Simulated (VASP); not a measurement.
# Al2O3 (R-3c) in VASP: single point with LDA

Aim: the single point of Al2O3 with LDA.

All numbers are computed with VASP 6.6.1; they aren't measurements. Logs are shortened: lines on timing, memory, paths and dates and some standing lists are left out, and cuts for length are marked.

## Step 1: The cell of the first run

Symmetry: R-3c, No. 167, trigonal system. Conventional cell: a = 4.675 Å, b = 4.675 Å, c = 12.726 Å, α = 90.00°, β = 90.00°, γ = 120.00°. Within 2.4 Å of Al (site symmetry 3) lie 6 O at 1.82 to 1.93 Å. O (site symmetry 2) has 4 Al at 1.82 to 1.93 Å within 2.4 Å.

## Step 2: Single point, LDA

The input, INCAR:

```
SYSTEM = Al2O3
  PREC = Accurate
  ENCUT = 520
  EDIFF = 1E-7
  ISMEAR = 0
  SIGMA = 0.1
  LREAL = .False.
  LASPH = .True.
  NELM = 80
  ALGO = Normal
  ISIF = 2
  LWAVE = .False.
  LCHARG = .False.
  GGA = CA
  NBANDS = 35
```

The input, KPOINTS:

```
regular mesh
0
Gamma
  6 6 6
  0 0 0
```

The input, POSCAR:

```
Al2O3
1.0
    2.3373135157      1.3494485874      4.2420233090
   -2.3373135157      1.3494485874      4.2420233090
    0.0000000000     -2.6988971749      4.2420233089
Al O
4 6
Direct
    0.3519619572      0.3519619572      0.3519619572
    0.1480380428      0.1480380428      0.1480380428
    0.6480380428      0.6480380428      0.6480380428
    0.8519619572      0.8519619572      0.8519619572
    0.5562503171      0.9437496829      0.2500000000
    0.2500000000      0.5562503171      0.9437496829
    0.9437496829      0.2500000000      0.5562503171
    0.4437496829      0.0562503171      0.7500000000
    0.7500000000      0.4437496829      0.0562503171
    0.0562503171      0.7500000000      0.4437496829
```

Potentials or basis: VASP PAW LDA potentials, release 64 (Al, O).

Command:

```console
cat potpaw_LDA.64/Al/POTCAR potpaw_LDA.64/O/POTCAR > POTCAR
mpirun -np 1 vasp_std > vasp.out
```

OUTCAR:

```text
SYSTEM = Al2O3
   PREC = Accurate
   ENCUT = 520
   EDIFF = 1E-7
   ISMEAR = 0
   LREAL = .False.
   LASPH = .True.
   NELM = 80
   ISIF = 2
   GGA = CA

 ion  position               nearest neighbor table
   1  0.352  0.352  0.352-   8 1.82   9 1.82  10 1.82   6 1.93   7 1.93   5 1.93   2 2.60   3 2.74
                             3 2.74   3 2.74   2 3.16   2 3.16   2 3.16
   2  0.148  0.148  0.148-   8 1.82  10 1.82   9 1.82   7 1.93   6 1.93   5 1.93   1 2.60   4 2.74
                             4 2.74   4 2.74   1 3.16   1 3.16   1 3.16
   3  0.648  0.648  0.648-   5 1.82   6 1.82   7 1.82   9 1.93  10 1.93   8 1.93   4 2.60   1 2.74
                             1 2.74   1 2.74   4 3.16   4 3.16   4 3.16
   4  0.852  0.852  0.852-   5 1.82   7 1.82   6 1.82  10 1.93   9 1.93   8 1.93   3 2.60   2 2.74
                             2 2.74   2 2.74   3 3.16   3 3.16   3 3.16
   5  0.556  0.944  0.250-   3 1.82   4 1.82   1 1.93   2 1.93
   6  0.250  0.556  0.944-   3 1.82   4 1.82   1 1.93   2 1.93
   7  0.944  0.250  0.556-   4 1.82   3 1.82   2 1.93   1 1.93
   8  0.444  0.056  0.750-   1 1.82   2 1.82   3 1.93   4 1.93
   9  0.750  0.444  0.056-   1 1.82   2 1.82   3 1.93   4 1.93
  10  0.056  0.750  0.444-   2 1.82   1 1.82   4 1.93   3 1.93

  LATTYP: Found a trigonal (rhomboedric) cell.
 ALAT       =     5.0278034682
 COS(alpha) =     0.5677775208

  Lattice vectors:

 A1 = (   2.3373135157,   1.3494485874,   4.2420233090)
 A2 = (  -2.3373135157,   1.3494485874,   4.2420233090)
 A3 = (   0.0000000000,  -2.6988971749,   4.2420233089)

Analysis of symmetry for initial positions (statically):
=====================================================================
 Subroutine PRICEL returns:
 Original cell was already a primitive cell.

 Routine SETGRP: Setting up the symmetry group for a
 trigonal (rhombohedral) supercell.

 Subroutine GETGRP returns: Found 12 space group operations
 (whereof  6 operations were pure point group operations)
 out of a pool of 12 trial point group operations.

The static configuration has the point symmetry S_6 .
 The point group associated with its full space group is D_3d.

Analysis of symmetry for dynamics (positions and initial velocities):
=====================================================================
 Subroutine PRICEL returns:
 Original cell was already a primitive cell.

 Routine SETGRP: Setting up the symmetry group for a
 trigonal (rhombohedral) supercell.

 Subroutine GETGRP returns: Found 12 space group operations
 (whereof  6 operations were pure point group operations)
[... 124 lines left out ...]
   NFREE  =      0    steps in history (QN), initial steepest desc. (CG)
   ISIF   =      2    stress and relaxation
   ISYM   =      2    0-nonsym 1-usesym 2-fastsym
   POTIM  = 0.5000    time-step for ionic-motion
   TEBEG  =    0.0;   TEEND  =   0.0 temperature during run
   PSTRESS=    0.0 pullay stress
   NELECT =      48.0000    total number of electrons
   NUPDOWN=      -1.0000    fix difference up-down
   EMIN   =  10.00;   EMAX   =-10.00  energy-range for DOS
   EFERMI =   0.00;   METHOD = LEGACY
   ISMEAR =     0;   SIGMA  =   0.10  broadening in eV -4-tet -1-fermi 0-gaus
   EFERMI_NEDOS =   21; number of points for ismear=-14 and -15
   IALGO  =     38    algorithm
   IMIX   =      4    mixing-type and parameters
     AMIX     =   0.40;   BMIX     =  1.00
     AMIX_MAG =   1.60;   BMIX_MAG =  1.00
  volume/ion in A,a.u.               =       8.03        54.17
  Fermi-wavevector in a.u.,A,eV,Ry     =   1.379186  2.606283 25.880361  1.902153
  Thomas-Fermi vector in A             =   2.504178
   LORBIT       =      0    0 simple, 1 ext, 2 COOP (PROOUT), +10 PAW based schemes
   GGA     = CA    functional components
   LHFCALC =     F    Hartree Fock is set to
   AEXX    =    0.0000 exact exchange contribution
   IVDW    =     0    specifies the selected vdW correction
   LEPSILON=     F    determine dielectric tensor
   LRPA    =     F    only Hartree local field effects (RPA)
 non-spin polarized calculation
 Gauss-broadening in eV      SIGMA  =   0.10
  energy-cutoff  :      520.00
  volume of cell :       80.28
 maximum number of plane-waves:      2182
 NGX is ok and might be reduce to    40
   NGX = 19   NGY = 19   NGZ = 19

 number of electron      47.9999998 magnetization

 Free energy of the ion-electron system (eV)
  ---------------------------------------------------
  ext. energy  EPLUGINS =         0.00000000
  ---------------------------------------------------
  free energy    TOTEN  =       -82.99111968 eV

  energy without entropy =      -82.99111968  energy(sigma->0) =      -82.99111968

 E-fermi :   7.0054     XC(G=0): -12.4491

 val. band max:        6.5119234981   @ k =   0.0000   0.0000   0.0000
 cond. band min:      13.4022245936   @ k =   0.0000   0.0000   0.0000
 fundamental gap:      6.8903010955
 Fermi energy:         7.0054077039

 k-point     1 :       0.0000    0.0000    0.0000
  band No.  band energies     occupation
      1     -12.9859      2.00000
      2     -10.3121      2.00000
      3      -9.9934      2.00000
      4      -9.9934      2.00000
      5      -9.6381      2.00000
      6      -9.6381      2.00000
[... 901 lines left out ...]
     34      20.0601      0.00000
     35      20.3808      0.00000

 [... further k-points ...]
[... 5 lines left out ...]
  --------------------------------------------------------------------------------------
  -------------------------------------------------------------------------------------
  Total        5.5863905      5.5863905      5.4600875      0.0000000      0.0000000      0.0000000
  in kB      111.4921424    111.4921424    108.9714091      0.0000000      0.0000000      0.0000000
  external PRESSURE =     110.6518980 kB  Pullay stress =       0.0000000 kB

 VOLUME and BASIS-vectors are now :
 -----------------------------------------------------------------------------
  energy-cutoff  :      520.00
  volume of cell :       80.28
      direct lattice vectors                 reciprocal lattice vectors
     2.337313516  1.349448587  4.242023309     0.213920810  0.123507237  0.078578855
    -2.337313516  1.349448587  4.242023309    -0.213920810  0.123507237  0.078578855
     0.000000000 -2.698897175  4.242023309     0.000000000 -0.247014474  0.078578855

 POSITION                                       TOTAL-FORCE (eV/Angst)
 -----------------------------------------------------------------------------------
      0.00000     -0.00000      4.47909        -0.000000      0.000000     -0.014819
      0.00000     -0.00000      1.88394        -0.000000     -0.000000      0.014819
      0.00000     -0.00000      8.24698        -0.000000     -0.000000      0.014819
      0.00000     -0.00000     10.84213        -0.000000      0.000000     -0.014819
     -0.90571      1.34945      7.42354        -0.009684     -0.000000      0.000000
     -0.71580     -1.45909      7.42354         0.004842     -0.008387     -0.000000
      1.62151      0.10964      7.42354         0.004842      0.008387      0.000000
      0.90571     -1.34945      5.30253         0.009684      0.000000      0.000000
      0.71580      1.45909      5.30253        -0.004842      0.008387      0.000000
     -1.62151     -0.10964      5.30253        -0.004842     -0.008387     -0.000000
 -----------------------------------------------------------------------------------
    total drift:                               -0.000000     -0.000000     -0.000000

  FREE ENERGIE OF THE ION-ELECTRON SYSTEM (eV)
  ---------------------------------------------------
  free  energy   TOTEN  =       -82.9911196813 eV

  energy  without entropy=      -82.9911196813  energy(sigma->0) =      -82.99111968
```

OSZICAR:

```text
N       E                     dE             d eps       ncg     rms          rms(c)
DAV:   1     0.214669188236E+03    0.21467E+03   -0.25816E+04  2240   0.132E+03
DAV:   2    -0.799296995796E+02   -0.29460E+03   -0.28481E+03  2845   0.288E+02
DAV:   3    -0.915741390339E+02   -0.11644E+02   -0.11610E+02  2925   0.581E+01
DAV:   4    -0.916539553505E+02   -0.79816E-01   -0.79769E-01  2784   0.558E+00
DAV:   5    -0.916546676697E+02   -0.71232E-03   -0.71220E-03  2842   0.526E-01    0.180E+01
DAV:   6    -0.831924279193E+02    0.84622E+01   -0.28578E+01  2724   0.286E+01    0.648E+00
DAV:   7    -0.830767025404E+02    0.11573E+00   -0.95204E-01  2704   0.473E+00    0.325E+00
DAV:   8    -0.829986730176E+02    0.78030E-01   -0.80193E-02  2818   0.205E+00    0.758E-01
DAV:   9    -0.829910970637E+02    0.75760E-02   -0.15003E-02  2896   0.639E-01    0.272E-01
DAV:  10    -0.829911317355E+02   -0.34672E-04   -0.51951E-04  2682   0.135E-01    0.670E-02
DAV:  11    -0.829911199237E+02    0.11812E-04   -0.10440E-04  2760   0.602E-02    0.268E-02
DAV:  12    -0.829911199532E+02   -0.29409E-07   -0.26920E-06  2778   0.113E-02    0.582E-03
DAV:  13    -0.829911196826E+02    0.27058E-06   -0.10370E-06  2752   0.595E-03    0.136E-03
DAV:  14    -0.829911196813E+02    0.12337E-08   -0.31153E-08  1464   0.108E-03
   1 F= -.82991120E+02 E0= -.82991120E+02  d E =-.698907E-14
```

Wall time 63 s (1 thread of AMD EPYC 9R45 (Zen 5), shared host); peak memory 0.19 GiB.

What came out:

```yaml
Free_energy: -82.9911 eV
Pressure: 11.1 GPa
Largest_force: 0.015 eV/Å
Band_gap_on_the_k_mesh: 6.89 eV, direct
```

Forces on the atoms (eV/Å):
```
Al   0.000  0.000 -0.015
Al   0.000  0.000  0.015
Al   0.000  0.000  0.015
Al   0.000  0.000 -0.015
O   -0.010  0.000  0.000
O    0.005 -0.008  0.000
O    0.005  0.008  0.000
O    0.010  0.000  0.000
O   -0.005  0.008  0.000
O   -0.005 -0.008  0.000
```

A k mesh can miss the band edges.
